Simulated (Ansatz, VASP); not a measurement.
**One calculation of Ta2SiO3, two programs**

```
Ta Si O
1.0
     2.88198    0.00000    0.00000
     0.00000    2.88198    0.00000
     0.00000    0.00000    8.72557
Ta Si O
2 1 3
Direct
  0.50000 0.50000 0.32482
  0.50000 0.50000 0.67518
  0.50000 0.50000 0.00000
  0.00000 0.00000 0.83907
  0.00000 0.00000 0.16093
  0.00000 0.00000 0.50000
```

Change from the starting cell: species swapped into the Li3Tl2Cd type (P4/mmm, No. 123).

Alike in both runs: task relaxation of cell and atoms; functional PBE; k mesh 6 × 6 × 2; occupations gaussian, width 0.1 eV; no spin polarisation.

|  | VASP | Ansatz |
| --- | --- | --- |
| version | VASP 6.6.1 | Ansatz 0.2.0 |
| potentials or method | VASP PAW PBE potentials, release 64 (Ta_pv, Si, O), cutoff 600 eV | scalar-relativistic, plane waves, PAW |
| valence electrons in the cell | 44 | 48 |

|  | VASP | Ansatz | Ansatz less VASP |
| --- | --- | --- | --- |
| gap on the k mesh at the Fermi level, each at its own relaxed structure (eV) | none | none | - |
| relaxed volume (Å³/atom) | 13.57 | 15.37 | +1.804 |
| relaxed length of the cell vector where the two differ most in proportion (Å) | 10.911 | 12.468 | +1.5573 |

A gap of «none» marks a metal or a gap that the smearing closes. One of these differences is far larger than is usual between the two programs; its cause wasn't traced. VASP's potentials hold 44 valence electrons a cell and Ansatz's 48, so a difference there can come from the potentials and not from the codes.

The k mesh is coarse, so the values compare programs but aren't converged. Spin-orbit coupling is off throughout.
